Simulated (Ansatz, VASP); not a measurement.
## Ga in VASP and in Ansatz

Contents of POSCAR:

```
Ga
1.0
    2.8149844631      0.0000000000      0.0000000000
    0.0000000000      3.3247928052      0.0000000000
   -1.3611098509      0.0000000000      4.0427827924
Ga
2
Direct
    0.1345962700      0.7500000000      0.7701668300
    0.8654037300      0.2500000000      0.2298331700
```

INCAR.step1

```
  ALGO = Normal
  EDIFF = 1E-4
  ENCUT = 520
  GGA = PE
  ISMEAR = -1
  LASPH = True
  LCHARG = False
  LREAL = False
  LWAVE = True
  NBANDS = 20
  NELM = 100
  PREC = Accurate
  SIGMA = 0.05
```

Contents of INCAR.step2:

```
  ALGO = Normal
  EDIFF = 1E-6
  ENCUT = 520
  ISIF = 2
  ISMEAR = -1
  ISTART = 1
  LASPH = True
  LCHARG = False
  LMIXTAU = True
  LREAL = False
  LWAVE = False
  METAGGA = R2SCAN
  NBANDS = 20
  NELM = 100
  PREC = Accurate
  SIGMA = 0.05
```

The input KPOINTS:

```
k-points
0
Gamma
  10 8 7
```

The input input.yaml:

```yaml
crystal:
  lattice:
    - [2.8149844631, 0.0, 0.0]
    - [0.0, 3.3247928052, 0.0]
    - [-1.3611098509, 0.0, 4.0427827924]
  atoms:
    - { symbol: Ga, position: [0.13459627, 0.75, 0.77016683] }
    - { symbol: Ga, position: [0.86540373, 0.25, 0.22983317] }
hamiltonian:
  xc: r2scan
  pseudopotentials: { kind: paw }
kpoints:
  mp_grid: { grid: [10, 8, 7] }
scf:
  occupations: { method: fermi_dirac, width: 0.05 }
output:
  forces: true
  stress: true
  eigenvalues: true
  write_density: true
  write_potential: true
  elf: true
  volumetric_format: npy
```

Alike in both runs: task single point; functional r2SCAN; k mesh 10 × 8 × 7; occupations fermi-dirac, width 0.05 eV; no spin polarisation.

|  | VASP | Ansatz |
| --- | --- | --- |
| version | VASP 6.6.1 | Ansatz 0.2.0 |
| potentials or method | VASP PAW PBE potentials, release 64 (Ga_d) | Ansatz PAW |
| plane-wave cutoff (eV) | 520 | 500 |
| valence electrons in the cell | 26 | 26 |

VASP gave:

| Item | Value |
| --- | --- |
| gap on the k mesh at the Fermi level (eV) | none |
| pressure (GPa) | -2.3 |
| traceless stress, the component that is largest in VASP (GPa) | -0.62 |
| rms of the force components (eV/Å) | 0.020 |

**Question.** What did Ansatz give for the same quantities?

**Answer.** gap on the k mesh at the Fermi level (eV): none; pressure (GPa): -2.3; traceless stress, the component that is largest in VASP (GPa): -0.56; rms of the force components (eV/Å): 0.024.

VASP's potentials were made for PBE, not for r2SCAN. Atom by atom the forces differ by 0.004 eV/Å (rms over components). A gap of «none» marks a metal or a gap that the smearing closes.
